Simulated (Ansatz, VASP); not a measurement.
CoO in VASP and in Ansatz

The input INCAR:

```
ALGO     = Normal         # electronic algorithm
EDIFF    = 1E-6           # SCF threshold, eV
EDIFFG   = -0.01          # ionic threshold
ENCUT    = 600            # plane-wave cutoff, eV
GGA      = PS             # functional
IBRION   = 2              # ionic algorithm
ISIF     = 3              # what is computed and relaxed
ISMEAR   = 0              # smearing method
LASPH    = True           # aspherical terms in the spheres
LCHARG   = False          # write CHGCAR
LREAL    = False          # projectors in reciprocal space
LWAVE    = False          # write WAVECAR
NELM     = 80             # most SCF steps
NSW      = 80             # ionic steps
PREC     = Accurate       # precision mode
SIGMA    = 0.1            # smearing width, eV
```

The input KPOINTS:

```
k-points
0
Gamma
  16 16 16
```

The input POSCAR:

```
CoO
1.0
    0.0000000000      2.1744804960      2.1744804960
    2.1744804960      0.0000000000      2.1744804960
    2.1744804960      2.1744804960      0.0000000000
Co O
1 1
Direct
    0.0000000000      0.0000000000      0.0000000000
    0.2500000000      0.2500000000      0.2500000000
```

Input for Ansatz:

```yaml
crystal:
  lattice:
    - [0.0, 2.174480496, 2.174480496]
    - [2.174480496, 0.0, 2.174480496]
    - [2.174480496, 2.174480496, 0.0]
  atoms:
    - { symbol: Co, position: [0.0, 0.0, 0.0] }
    - { symbol: O, position: [0.25, 0.25, 0.25] }
basis:
  ecutwfc: 420
kpoints:
  mp_grid: { grid: [16, 16, 16] }
hamiltonian:
  xc: pbesol
scf:
  occupations: { method: gaussian, width: 0.1 }
  lower_state_search: "off"
output:
  forces: true
  stress: true
  eigenvalues: true
relax:
  adjacent_minimum: "off"
  f_tol: 0.01
  max_steps: 60
  cell: { stress_tol: 0.05 }
```

Alike in both runs: task relaxation of cell and atoms; functional PBEsol; k mesh 16 × 16 × 16; occupations gaussian, width 0.1 eV; no spin polarisation.

|  | VASP | Ansatz |
| --- | --- | --- |
| version | VASP 6.6.1 | Ansatz 0.2.0 |
| potentials or method | VASP PAW PBE potentials, release 64 (Co, O), cutoff 600 eV | scalar-relativistic, plane waves, PAW |
| valence electrons in the cell | 15 | 23 |

VASP gave:

* gap on the k mesh at the Fermi level, each at its own relaxed structure (eV): none
* relaxed volume (Å³/atom): 9.92
* relaxed cell length with the largest relative difference (Å): 3.038

Which values does Ansatz return?

gap on the k mesh at the Fermi level, each at its own relaxed structure (eV): none; relaxed volume (Å³/atom): 9.92; relaxed cell length with the largest relative difference (Å): 3.039.

VASP's potentials were made for PBE, not for PBEsol. A gap of «none» marks a metal or a gap that the smearing closes. VASP's potentials hold 15 valence electrons a cell and Ansatz's 23, so a difference there can come from the potentials and not from the codes.
